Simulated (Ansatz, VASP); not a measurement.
**Two plane-wave programs on Bi2Te2O**

```
CELL_PARAMETERS angstrom
5.83063 0.00000 0.00000
0.00000 5.83063 0.00000
0.00000 0.00000 4.37217
ATOMIC_POSITIONS crystal
Bi 0.00000 0.50000 0.23688
Bi 0.50000 0.00000 0.76312
Te 0.00000 0.00000 0.50000
Te 0.50000 0.50000 0.00000
O 0.00000 0.00000 0.00000
```

Alike in both runs: functional PBE; k mesh 4 × 4 × 4; occupations gaussian, width 0.1 eV; no spin polarisation.

Ansatz relaxed the structure, and its values are those at the end. VASP's run is a single point on that final structure, the one shown.

|  | VASP | Ansatz |
| --- | --- | --- |
| version | VASP 6.6.1 | Ansatz 0.2.0 |
| potentials or method | VASP PAW PBE potentials, release 64 (Bi_d, Te, O), cutoff 520 eV | scalar-relativistic, plane waves, PAW |
| valence electrons in the cell | 48 | 68 |

```csv
,VASP,Ansatz,Ansatz less VASP
gap on the k mesh at the Fermi level (eV),none,none,-
pressure (GPa),-0.2,-0.1,+0.11
```

A gap of «none» marks a metal or a gap that the smearing closes. The functional is the same, so the differences come from potentials, cutoffs and numerics. VASP's potentials hold 48 valence electrons a cell and Ansatz's 68, so a difference there can come from the potentials and not from the codes.

Spin-orbit coupling is off throughout.
